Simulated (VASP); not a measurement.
Write the native input for VASP 6.6.1 that does the following.

```yaml
Task: single point
Functional: PBE
Potentials_or_basis: VASP PAW PBE potentials, release 64 (Si, B)
Cutoff: 500 eV
k_mesh: 4 × 4 × 4
Occupations: gaussian, width 0.1 eV
Spin: no spin polarisation
Dipole_correction: no
Further_INCAR_settings: ALGO = Normal; EDIFF = 1e-06; NBANDS = 19
```

The structure of SiB2 lies in POSCAR:

```
SiB2
1.0
    4.0741656464      0.0000000000      0.0000000000
    0.0000000000      4.0741656464      0.0000000000
    0.0000000000      0.0000000000      5.0557527812
Si B
2 4
Direct
    0.5000000000      0.5000000000      0.0000000000
    0.0000000000      0.0000000000      0.5000000000
    0.1369003226      0.3630996774      0.2500000000
    0.8630996774      0.6369003226      0.2500000000
    0.3630996774      0.8630996774      0.7500000000
    0.6369003226      0.1369003226      0.7500000000
```

The cell was built from a structure type or drawn by symmetry, and may not be a known phase.

The input as run:

INCAR

```
PREC     = Accurate       # precision mode
ENCUT    = 500            # plane-wave cutoff, eV
EDIFF    = 1E-6           # SCF threshold, eV
ISMEAR   = 0              # smearing method
SIGMA    = 0.1            # smearing width, eV
LREAL    = F              # projectors in reciprocal space
LASPH    = T              # aspherical terms in the spheres
NELM     = 120            # most SCF steps
ALGO     = Normal         # electronic algorithm
ISIF     = 2              # what is computed and relaxed
LWAVE    = F              # write WAVECAR
LCHARG   = T              # write CHGCAR
GGA      = PE             # functional
LELF     = T              # ELF
LVHAR    = T            
NBANDS   = 19             # bands
GGA_COMPAT= F
```

KPOINTS

```
Automatic mesh
0
Gamma
  4 4 4
```

Potentials or basis: VASP PAW PBE potentials, release 64 (Si, B).

The run is started by

```bash
$ cat potpaw_PBE.64/Si/POTCAR potpaw_PBE.64/B/POTCAR > POTCAR
$ mpirun -np 1 vasp_std > vasp.out
```

It gave:

```json
{
  "Pressure": "0.0 GPa",
  "Largest force": "0.038 eV/Å",
  "Band gap on the k mesh": "zero (bands 10 and 11 overlap by 1.68 eV)"
}
```

Caveat: the k points lie up to 0.39 Å⁻¹ apart, too coarse for converged energies and pressures of a metal.

It took 12 s on 1 thread of Intel(R) Xeon(R) 6975P-C (Granite Rapids), on a shared host, peak memory 0.18 GiB.
